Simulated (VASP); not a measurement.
Input of a VASP 6.6.1 run:

The input POSCAR:

```
Al
1.0
   -2.8221979689      0.0000000000      0.0000000000
   -1.4110989845     -2.4440951356      0.0000000000
    0.0000000000      0.0000000000     20.5241186883
Al
8
Direct
    1.0000000000      1.0000000000      0.7333248586
    1.0000000000      1.0000000000      0.2820480225
    0.3333333333      0.3333333333      0.8461440676
    0.3333333333      0.3333333333      0.3948672315
    1.0000000000      1.0000000000      0.0564096045
    1.0000000000      1.0000000000      0.5076864405
    0.6666666667      0.6666666667      0.1692288135
    0.6666666667      0.6666666667      0.6205056496
```

Contents of INCAR.step1:

```
SYSTEM = Al
PREC = Accurate ; ENCUT = 520
ISMEAR = 0 ; SIGMA = 0.15
LREAL = .False. ; LASPH = .True.
NELM = 80 ; NBANDS = 22
GGA = PE ; ALGO = Normal
EDIFF = 1E-4 ; LWAVE = .True.
LCHARG = .False.
```

The input INCAR.step2:

```
SYSTEM = Al
PREC = Accurate ; ENCUT = 520
EDIFF = 1E-6 ; ISMEAR = 0
SIGMA = 0.15 ; LREAL = .False.
LASPH = .True. ; NELM = 80
ALGO = Normal ; ISIF = 2
LWAVE = .False. ; LCHARG = .True.
METAGGA = R2SCAN ; LMIXTAU = .True.
LELF = .True. ; LVHAR = .True.
NBANDS = 22 ; ISTART = 1
```

Contents of KPOINTS:

```
Automatic mesh
0
Gamma
  19 19 3
  0 0 0
```

Potentials or basis: VASP PAW PBE potentials, release 64 (Al).

Command:

```bash
$ cat potpaw_PBE.64/Al/POTCAR > POTCAR
$ cp INCAR.step1 INCAR
$ mpirun -np 1 vasp_std > vasp.out
$ cp INCAR.step2 INCAR
$ mpirun -np 1 vasp_std > vasp.out
```

(1) Estimate the largest force.

(2) Estimate the band gap on the k mesh.

(3) Predict the pressure.

Answers

(1) 0.201 eV/Å.

(2) zero (bands 12 and 13 overlap by 4.12 eV).

(3) -1.3 GPa.

Caveat: the cell differs from its parent crystal (the distance across one plane changed); the PAW data sets were made with another functional, which shifts forces and pressure a little.
